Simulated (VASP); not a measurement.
# Rh in VASP: a series of runs, part 3 of 3

VASP 6.6.1. The steps go on from the part before.

**5. Relaxation of cell and atoms, PBE**

INCAR

```
SYSTEM = Rh
ALGO = Fast
EDIFF = 1E-6
EDIFFG = -0.01
ENCUT = 600
GGA = PE
IBRION = 2
ISIF = 3
ISMEAR = 0
LASPH = .TRUE.
LCHARG = .FALSE.
LREAL = .FALSE.
LWAVE = .FALSE.
NELM = 80
NSW = 100
PREC = Accurate
SIGMA = 0.1
```

KPOINTS

```
k-points
0
G
  24 24 22
  0 0 0
```

POSCAR

```
Rh
1.0
    2.6371196821      0.0000000000      0.0000000000
   -1.3185598411      2.2838126375      0.0000000000
    0.0000000000      0.0000000000      2.5520144649
Rh
1
Direct
    0.0000000000      0.0000000000      0.0000000000
```

Potentials or basis: VASP PAW PBE potentials, release 64 (Rh_pv).

Launch:

```console
$ cat potpaw_PBE.64/Rh_pv/POTCAR > POTCAR
$ mpirun -np 1 vasp_std > vasp.out
```

OUTCAR:

```text
SYSTEM = Rh
   EDIFF = 1E-6
   EDIFFG = -0.01
   ENCUT = 600
   GGA = PE
   IBRION = 2
   ISIF = 3
   ISMEAR = 0
   LASPH = .TRUE.
   LREAL = .FALSE.
   NELM = 80
   NSW = 100
   PREC = Accurate

 ion  position               nearest neighbor table
   1  0.000  0.000  0.000-

  LATTYP: Found a hexagonal cell.
 ALAT       =     2.6371196821
 C/A-ratio  =     0.9677279656

  Lattice vectors:

 A1 = (   2.6371196821,   0.0000000000,   0.0000000000)
 A2 = (  -1.3185598411,   2.2838126375,   0.0000000000)
 A3 = (   0.0000000000,   0.0000000000,   2.5520144649)

Analysis of symmetry for initial positions (statically):
=====================================================================
 Subroutine PRICEL returns:
 Original cell was already a primitive cell.

 Routine SETGRP: Setting up the symmetry group for a
 hexagonal supercell.

 Subroutine GETGRP returns: Found 24 space group operations
 (whereof 24 operations were pure point group operations)
 out of a pool of 24 trial point group operations.

The static configuration has the point symmetry D_6h.

Analysis of symmetry for dynamics (positions and initial velocities):
=====================================================================
 Subroutine PRICEL returns:
 Original cell was already a primitive cell.

 Routine SETGRP: Setting up the symmetry group for a
 hexagonal supercell.

 Subroutine GETGRP returns: Found 24 space group operations
 (whereof 24 operations were pure point group operations)
 out of a pool of 24 trial point group operations.

The dynamic configuration has the point symmetry D_6h.

 Subroutine INISYM returns: Found 24 space group operations
 (whereof 24 operations are pure point group operations),
 and found     1 'primitive' translations

----------------------------------------------------------------------------------------

                                     Primitive cell

  volume of cell :      15.3700

  direct lattice vectors                    reciprocal lattice vectors
     2.637119682  0.000000000  0.000000000     0.379201599  0.218932145  0.000000000
    -1.318559841  2.283812638  0.000000000     0.000000000  0.437864290  0.000000000
     0.000000000  0.000000000  2.552014465     0.000000000  0.000000000  0.391847309

  length of vectors
     2.637119682  2.637119682  2.552014465     0.437864290  0.437864290  0.391847309

  position of ions in fractional coordinates (direct lattice)
     0.000000000  0.000000000  0.000000000

  ion indices of the primitive-cell ions
   primitive index   ion index
                 1           1

----------------------------------------------------------------------------------------

 KPOINTS: k-points

Automatic generation of k-mesh.
 Grid dimensions read from file:
 generate k-points for:   24   24   22

 Generating k-lattice:

  Cartesian coordinates                     Fractional coordinates (reciprocal lattice)
     0.015800067  0.009122173  0.000000000     0.041666667  0.000000000  0.000000000
     0.000000000  0.018244345  0.000000000     0.000000000  0.041666667  0.000000000
     0.000000000  0.000000000  0.017811241     0.000000000  0.000000000  0.045454545
[... 40 lines left out ...]
   number of dos      NEDOS =    301   number of ions     NIONS =      1
   total plane-waves  NPLWV =  11520
   dimension x,y,z NGX =    24 NGY =   24 NGZ =   20
   dimension x,y,z NGXF=    48 NGYF=   48 NGZF=   40
   ions per type =               1
   NGX,Y,Z   is equivalent  to a cutoff of  15.13, 15.13, 13.03 a.u.
   NGXF,Y,Z  is equivalent  to a cutoff of  30.26, 30.26, 26.06 a.u.
 SYSTEM =  Rh
   PREC   = accura    normal or accurate (medium, high low for compatibility)
   ISTART =      0    job   : 0-new  1-cont  2-samecut
   ICHARG =      2    charge: 1-file 2-atom 10-const
   ISPIN  =      1    spin polarized calculation?
   LNONCOLLINEAR =      F non collinear calculations
   LSORBIT =      F    spin-orbit coupling
   LASPH  =      T    aspherical Exc in radial PAW
   ENCUT  =  600.0 eV  44.10 Ry    6.64 a.u.   5.27  5.27  5.10*2*pi/ulx,y,z
   NELM   =     80;   NELMIN=  2; NELMDL= -5     # of ELM steps
   EDIFF  = 0.1E-05   stopping-criterion for ELM
   LREAL  =      F    real-space projection
   EDIFFG = -.1E-01   stopping-criterion for IOM
   NSW    =    100    number of steps for IOM
   IBRION =      2    ionic relax: 0-MD 1-quasi-New 2-CG
   NFREE  =      1    steps in history (QN), initial steepest desc. (CG)
   ISIF   =      3    stress and relaxation
   ISYM   =      2    0-nonsym 1-usesym 2-fastsym
   POTIM  = 0.5000    time-step for ionic-motion
   TEBEG  =    0.0;   TEEND  =   0.0 temperature during run
   PSTRESS=    0.0 pullay stress
   NELECT =      15.0000    total number of electrons
   NUPDOWN=      -1.0000    fix difference up-down
   EMIN   =  10.00;   EMAX   =-10.00  energy-range for DOS
   EFERMI =   0.00;   METHOD = LEGACY
   ISMEAR =     0;   SIGMA  =   0.10  broadening in eV -4-tet -1-fermi 0-gaus
   EFERMI_NEDOS =   21; number of points for ismear=-14 and -15
   IALGO  =     68    algorithm
   IMIX   =      4    mixing-type and parameters
     AMIX     =   0.40;   BMIX     =  1.00
     AMIX_MAG =   1.60;   BMIX_MAG =  1.00
  volume/ion in A,a.u.               =      15.37       103.72
  Fermi-wavevector in a.u.,A,eV,Ry     =   1.623856  3.068642 35.877303  2.636907
  Thomas-Fermi vector in A             =   2.717238
   LORBIT       =      0    0 simple, 1 ext, 2 COOP (PROOUT), +10 PAW based schemes
   GGA     = PE    functional components
   LHFCALC =     F    Hartree Fock is set to
   AEXX    =    0.0000 exact exchange contribution
   IVDW    =     0    specifies the selected vdW correction
   LEPSILON=     F    determine dielectric tensor
   LRPA    =     F    only Hartree local field effects (RPA)
 conjugate gradient relaxation of ions
 non-spin polarized calculation
 RMM-DIIS sequential band-by-band and
 Gauss-broadening in eV      SIGMA  =   0.10
  energy-cutoff  :      600.00
  volume of cell :       15.37
 maximum number of plane-waves:       525
 NGX is ok and might be reduce to    24
   NGX = 11   NGY = 11   NGZ = 11

--------------------------------------- Ionic step        1  -------------------------------------------

 number of electron      15.0000005 magnetization

 Free energy of the ion-electron system (eV)
  ---------------------------------------------------
  ext. energy  EPLUGINS =         0.00000000
  ---------------------------------------------------
  free energy    TOTEN  =        -6.76985068 eV

  energy without entropy =       -6.76130406  energy(sigma->0) =       -6.76557737

------------------------ aborting loop because EDIFF is reached ----------------------------------------

  FORCE on cell =-STRESS in cart. coord.  units (eV):
  Direction    XX          YY          ZZ          XY          YZ          ZX
  --------------------------------------------------------------------------------------
  -------------------------------------------------------------------------------------
  Total       -0.0139201     -0.0139201     -0.1422708      0.0000000     -0.0000000      0.0000000
  in kB       -1.4510397     -1.4510397    -14.8304052      0.0000000     -0.0000000      0.0000000
  external PRESSURE =      -5.9108282 kB  Pullay stress =       0.0000000 kB
[... 162 lines left out ...]
--------------------------------------- Ionic step        6  -------------------------------------------

 number of electron      15.0000004 magnetization

 E-fermi :   9.9938     XC(G=0): -13.2482

 val. band max:        9.9928042192   @ k =   0.3333   0.1667   0.0455
 cond. band min:       9.9959739001   @ k =   0.2083   0.1250   0.1364
 fundamental gap:      0.0031696809
 Fermi energy:         9.9938262902

 k-point     1 :       0.0000    0.0000    0.0000
  band No.  band energies     occupation
      1     -36.0394      2.00000
      2     -36.0394      2.00000
      3     -35.9811      2.00000
      4       2.9460      2.00000
      5       4.8805      2.00000
      6       7.4460      2.00000
      7       7.4460      2.00000
      8      10.8559      0.00000
      9      10.8559      0.00000
     10      26.3393      0.00000
     11      26.5172      0.00000
[... 356 lines left out ...]
--------------------------------------- Ionic step        7  -------------------------------------------

 number of electron      15.0000004 magnetization

 Free energy of the ion-electron system (eV)
  ---------------------------------------------------
  ext. energy  EPLUGINS =         0.00000000
  ---------------------------------------------------
  free energy    TOTEN  =        -6.77014125 eV

  energy without entropy =       -6.76160719  energy(sigma->0) =       -6.76587422

 E-fermi :  10.0021     XC(G=0): -13.2516

 val. band max:        9.9993131469   @ k =   0.3333   0.1667   0.0455
 cond. band min:      10.0041456831   @ k =   0.4167   0.1667   0.0000
 fundamental gap:      0.0048325362
 Fermi energy:        10.0021040103

 k-point     1 :       0.0000    0.0000    0.0000
  band No.  band energies     occupation
      1     -36.0315      2.00000
      2     -36.0315      2.00000
      3     -35.9742      2.00000
      4       2.9507      2.00000
      5       4.8865      2.00000
      6       7.4523      2.00000
      7       7.4523      2.00000
      8      10.8645      0.00000
      9      10.8645      0.00000
     10      26.3367      0.00000
     11      26.5305      0.00000
[... 350 lines left out ...]
  FREE ENERGIE OF THE ION-ELECTRON SYSTEM (eV)
  ---------------------------------------------------
  free  energy   TOTEN  =        -6.7701412481 eV

  energy  without entropy=       -6.7616071911  energy(sigma->0) =       -6.76587422

 reached required accuracy - stopping structural energy minimisation
```

CONTCAR:

```text
Rh
   1.00000000000000
     2.6375011694887065   -0.0000000000000083    0.0000000000000000
    -1.3187505847943677    2.2841430152698399    0.0000000000000000
    -0.0000000000000000   -0.0000000000000000    2.5426474309154057
  Rh
     1
Direct
     0.0000000000000000    0.0000000000000000    1.0000000000000000

  0.00000000E+00  0.00000000E+00  0.00000000E+00
```

Wall time 5.6 min (1 thread of Intel Xeon 8259CL, shared host); peak memory 0.28 GiB.

Results:

| Quantity | Value |
| --- | --- |
| Free energy | -6.7701 eV |
| Relaxed volume | 15.32 Å³/atom |
| Relaxed cell | a = 2.638 Å, b = 2.638 Å, c = 2.543 Å, α = 90.00°, β = 90.00°, γ = 120.00° |
| Space group after relaxing (to 0.1 Å) | P6/mmm (No. 191) |
| Energy gained by relaxing | 0.3 meV/atom |
| Ionic steps | 7 |
| Pressure after relaxing | 0.0 GPa |
| Band gap on the k mesh | zero (an odd number of electrons rules out a gap without spin polarisation) |

The path:
| step | energy change (eV) | largest force (eV/Å) | pressure (GPa) | volume (Å³) |
| --- | --- | --- | --- | --- |
| 1 | 0.0000 | 0.0000 | -0.59 | 15.37 |
| 2 | 0.0000 | 0.0000 | 0.93 | 15.24 |
| 3 | -0.0003 | 0.0000 | 0.18 | 15.30 |
| 4 | -0.0003 | 0.0000 | 0.15 | 15.30 |
| 5 | -0.0003 | 0.0000 | 0.12 | 15.31 |
| 6 | -0.0003 | 0.0000 | -0.12 | 15.33 |
| 7 | -0.0003 | 0.0000 | -0.04 | 15.32 |

Final structure:
```
Rh
1.0
     2.63750    0.00000    0.00000
    -1.31875    2.28414    0.00000
     0.00000    0.00000    2.54265
Rh
1
Direct
  0.00000 0.00000 0.00000
```

Levels at points of the mesh, in eV from the Fermi level:
```
           k point  band 6  band 7  band 8  band 9  band 10  band 11
(0.00, 0.00, 0.00)   -2.55   -2.55    0.86    0.86    16.33    16.53
(0.50, 0.00, 0.00)   -1.35    0.39    0.94    1.24     7.82    14.94
(0.00, 0.00, 0.50)   -2.11   -1.02   -1.02   -0.25     6.24    19.58
(0.50, 0.00, 0.50)   -1.86    1.40    2.12    6.65     6.79    15.09
```

**6. The runs side by side**

| task | spin | cell | k mesh | cutoff (eV) | gap on the mesh (eV) | pressure (GPa) |
| --- | --- | --- | --- | --- | --- | --- |
| single point | off | a = 2.638, b = 2.638, c = 2.552 Å, angles 90.0, 90.0, 120.0°, 1 atom | 6 × 6 × 14 | 520 | none | 0.0 |
| single point | collinear, ferromagnetic start | a = 2.637, b = 2.637, c = 2.552 Å, angles 90.0, 90.0, 120.0°, 1 atom | 6 × 6 × 6 | 520 | none | 1.2 |
| single point | off | a = 2.638, b = 2.638, c = 2.543 Å, angles 90.0, 90.0, 120.0°, 1 atom | 24 × 24 × 22 | 520 | none | 0.0 |
| relaxation of cell and atoms | off | relaxed from a = 2.637, b = 2.637, c = 2.552 Å, angles 90.0, 90.0, 120.0°, 1 atom | 24 × 24 × 22 | 600 | none | 0.0 |

Alike in all rows: level PBE; potentials or basis VASP PAW PBE potentials, release 64 (Rh_pv); smearing gaussian 0.1 eV.

Caveats: some runs use coarse meshes.

Total energies depend on the potentials used, so only differences within one code and one set of settings carry meaning.
